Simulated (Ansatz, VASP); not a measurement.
# C: VASP beside Ansatz

File INCAR:

```
SYSTEM = C
PREC     = Accurate       ! precision mode
ENCUT    = 520            ! plane-wave cutoff, eV
EDIFF    = 1E-6           ! SCF threshold, eV
ISMEAR   = 0              ! smearing method
SIGMA    = 0.05           ! smearing width, eV
LREAL    = .False.        ! projectors in reciprocal space
LASPH    = .True.         ! aspherical terms in the spheres
NELM     = 100            ! most SCF steps
ALGO     = Normal         ! electronic algorithm
ISIF     = 2              ! what is computed and relaxed
LWAVE    = .False.        ! write WAVECAR
LCHARG   = .False.        ! write CHGCAR
GGA      = PE             ! functional
IVDW     = 12             ! dispersion correction
NBANDS   = 11             ! bands
```

File KPOINTS:

```
regular mesh
0
Gamma
  15 15 15
  0 0 0
```

File POSCAR:

```
C
1.0
    1.2324809262      0.7115731945      3.3609366220
   -1.2324809262      0.7115731945      3.3609366220
    0.0000000000     -1.4231463891      3.3609366220
C
2
Direct
    0.1736670594      0.1736670594      0.1736670594
    0.8263329406      0.8263329406      0.8263329406
```

Input for Ansatz:

```yaml
crystal:
  lattice:
    - [1.2324809262, 0.7115731945, 3.360936622]
    - [-1.2324809262, 0.7115731945, 3.360936622]
    - [0.0, -1.4231463891, 3.360936622]
  atoms:
    - { symbol: C, position: [0.1736670594, 0.1736670594, 0.1736670594] }
    - { symbol: C, position: [0.8263329406, 0.8263329406, 0.8263329406] }
basis:
  ecutwfc: 520.0
kpoints:
  mp_grid: { grid: [15, 15, 15] }
hamiltonian:
  xc: pbe
  pseudopotentials: { kind: paw, azcp: { folder: soft_1 } }
  dispersion: d3bj
scf:
  occupations: { method: gaussian, width: 0.05 }
output:
  forces: true
  stress: true
  eigenvalues: true
```

Change from the starting cell: mode 4 frozen in at +0.071 Å and mode 6 at +0.000 Å (largest displacements).

Alike in both runs: task single point; functional PBE; dispersion D3(BJ); k mesh 15 × 15 × 15; occupations gaussian, width 0.05 eV; no spin polarisation.

|  | VASP | Ansatz |
| --- | --- | --- |
| version | VASP 6.6.1 | Ansatz 0.2.0 |
| potentials or method | VASP PAW PBE potentials, release 64 (C), cutoff 520 eV | scalar-relativistic, plane waves, PAW |
| valence electrons in the cell | 8 | 8 |

```csv
,VASP,Ansatz,Ansatz less VASP
gap on the k mesh at the Fermi level (eV),0.45,0.45,-0.001
least direct gap on the mesh (eV),0.45,0.45,-0.001
pressure (GPa),-0.7,-1.1,-0.46
"traceless stress, the component that is largest in VASP (GPa)",-2.32,-1.80,+0.524
rms of the force components (eV/Å),1.366,1.371,+0.0054
```

Atom by atom the forces differ by 0.005 eV/Å (rms over components).
